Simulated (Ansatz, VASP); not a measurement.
Two plane-wave programs on HfC

POSCAR

```
HfC
1.0
    0.0000000000      2.3631229006      2.3631229006
    2.3631229006      0.0000000000      2.3631229006
    2.3631229006      2.3631229006      0.0000000000
Hf C
1 1
Direct
    0.5000000000      0.5000000000      0.5000000000
    0.0000000000      0.0000000000      0.0000000000
```

Contents of INCAR.step1:

```
SYSTEM = HfC
PREC = Accurate
ENCUT = 520
ISMEAR = 0
SIGMA = 0.05
LREAL = .FALSE.
LASPH = .TRUE.
NELM = 150
MAGMOM = 0 0 0 0 0 0
LSORBIT = .TRUE.
GGA_COMPAT = .FALSE.
LMAXMIX = 4
NBANDS = 26
GGA = PE
ALGO = Normal
EDIFF = 1E-4
LWAVE = .TRUE.
LCHARG = .FALSE.
```

Contents of INCAR.step2:

```
SYSTEM = HfC
PREC = Accurate
ENCUT = 520
EDIFF = 1E-6
ISMEAR = 0
SIGMA = 0.05
LREAL = .FALSE.
LASPH = .TRUE.
NELM = 150
ALGO = Normal
ISIF = 2
LWAVE = .FALSE.
LCHARG = .FALSE.
MAGMOM = 0 0 0 0 0 0
LORBIT = 11
LSORBIT = .TRUE.
GGA_COMPAT = .FALSE.
LORBMOM = .TRUE.
LMAXMIX = 4
METAGGA = R2SCAN
LMIXTAU = .TRUE.
NBANDS = 26
ISTART = 1
```

KPOINTS

```
regular mesh
0
G
  8 8 8
  0 0 0
```

Input for Ansatz:

```yaml
crystal:
  lattice:
    - [0.0, 2.3631229006, 2.3631229006]
    - [2.3631229006, 0.0, 2.3631229006]
    - [2.3631229006, 2.3631229006, 0.0]
  atoms:
    - { symbol: Hf, position: [0.5, 0.5, 0.5] }
    - { symbol: C, position: [0.0, 0.0, 0.0] }
basis:
  ecutwfc: 500
  ecutrho_ratio: 4
kpoints:
  mp_grid: { grid: [8, 8, 8] }
hamiltonian:
  xc: r2scan
scf:
  occupations: { method: gaussian, width: 0.05 }
output:
  forces: true
  stress: true
  eigenvalues: true
  populations: true
  topological_invariants: true
magnetization:
  noncollinear: true
  spin_orbit: true
```

Alike in both runs: task single point; functional r2SCAN; k mesh 8 × 8 × 8; occupations gaussian, width 0.05 eV; non-collinear spin, spin-orbit coupling.

|  | VASP | Ansatz |
| --- | --- | --- |
| version | VASP 6.6.1 | Ansatz 0.2.0 |
| potentials or method | VASP PAW PBE potentials, release 64 (Hf_pv, C), cutoff 520 eV | plane waves, PAW |
| valence electrons in the cell | 14 | 30 |

```csv
,VASP,Ansatz,Ansatz less VASP
pressure (GPa),-13.3,-12.6,+0.68
net moment per atom (μB),0.00,0.00,0.000
```

VASP's potentials were made for PBE, not for r2SCAN. VASP's potentials hold 14 valence electrons a cell and Ansatz's 30, so a difference there can come from the potentials and not from the codes.
